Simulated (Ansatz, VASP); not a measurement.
**Al in VASP and in Ansatz**

File INCAR:

```
SYSTEM = Al
PREC     = Accurate       ! precision mode
ENCUT    = 600            ! plane-wave cutoff, eV
EDIFF    = 1E-6           ! SCF threshold, eV
ISMEAR   = 0              ! smearing method
SIGMA    = 0.1            ! smearing width, eV
LREAL    = .False.        ! projectors in reciprocal space
LASPH    = .True.         ! aspherical terms in the spheres
NELM     = 80             ! most SCF steps
ALGO     = Normal         ! electronic algorithm
ISIF     = 3              ! what is computed and relaxed
LWAVE    = .False.        ! write WAVECAR
LCHARG   = .False.        ! write CHGCAR
GGA      = PE             ! functional
IBRION   = 2              ! ionic algorithm
NSW      = 90             ! ionic steps
EDIFFG   = -0.04          ! ionic threshold
```

File KPOINTS:

```
regular mesh
0
Gamma
  9 9 9
  0 0 0
```

POSCAR

```
Al
1.0
    1.4243635188      0.8223566610      5.0425459857
   -1.4243635188      0.8223566610      5.0425459857
    0.0000000000     -1.6447133220      5.0425459857
Al
2
Direct
    0.0896032923      0.0896032923      0.0896032923
    0.9103967077      0.9103967077      0.9103967077
```

Input for Ansatz:

```yaml
crystal:
  lattice:
    - [1.4243635188, 0.822356661, 5.0425459857]
    - [-1.4243635188, 0.822356661, 5.0425459857]
    - [0.0, -1.644713322, 5.0425459857]
  atoms:
    - { symbol: Al, position: [0.0896032923, 0.0896032923, 0.0896032923] }
    - { symbol: Al, position: [0.9103967077, 0.9103967077, 0.9103967077] }
basis:
  ecutwfc: 420
kpoints:
  mp_grid: { grid: [9, 9, 9] }
hamiltonian:
  xc: pbe
scf:
  occupations: { method: gaussian, width: 0.1 }
  lower_state_search: "off"
output:
  forces: true
  stress: true
  eigenvalues: true
relax:
  adjacent_minimum: "off"
  f_tol: 0.04
  max_steps: 70
  cell: { stress_tol: 0.4 }
```

Alike in both runs: task relaxation of cell and atoms; functional PBE; k mesh 9 × 9 × 9; occupations gaussian, width 0.1 eV; no spin polarisation.

|  | VASP | Ansatz |
| --- | --- | --- |
| version | VASP 6.6.1 | Ansatz 0.2.0 |
| potentials or method | VASP PAW PBE potentials, release 64 (Al), cutoff 600 eV | scalar-relativistic, plane waves, PAW |
| valence electrons in the cell | 6 | 6 |

|  | VASP | Ansatz | Ansatz less VASP |
| --- | --- | --- | --- |
| gap on the k mesh at the Fermi level, each at its own relaxed structure (eV) | none | none | - |
| relaxed volume (Å³/atom) | 17.77 | 17.78 | +0.013 |
| relaxed cell length with the largest relative difference (Å) | 5.495 | 5.494 | -0.0017 |

A gap of «none» marks a metal or a gap that the smearing closes.
